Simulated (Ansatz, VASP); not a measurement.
## One calculation of Ge, two programs

```
Ge
1.0
     1.39715   -2.62652    0.00000
     1.39715    2.62652    0.00000
     0.00000    0.00000    2.69823
Ge
1
Direct
  0.50000 0.50000 0.00000
```

Change from the starting cell: strain +0.0100 x Voigt [0, 1, 0, 0, 0, 0], atoms carried along.

Alike in both runs: task single point; functional r2SCAN; k mesh 20 × 20 × 18; occupations gaussian, width 0.15 eV; no spin polarisation.

|  | VASP | Ansatz |
| --- | --- | --- |
| version | VASP 6.6.1 | Ansatz 0.2.0 |
| potentials or method | VASP PAW PBE potentials, release 64 (Ge_d), cutoff 520 eV | scalar-relativistic, plane waves, PAW |
| valence electrons in the cell | 14 | 14 |

|  | VASP | Ansatz | Ansatz less VASP |
| --- | --- | --- | --- |
| gap on the k mesh at the Fermi level (eV) | none | none | - |
| pressure (GPa) | -3.9 | -3.6 | +0.21 |
| traceless stress, the component that is largest in VASP (GPa) | -0.84 | -0.85 | -0.009 |

VASP's potentials were made for PBE, not for r2SCAN. A gap of «none» marks a metal or a gap that the smearing closes.
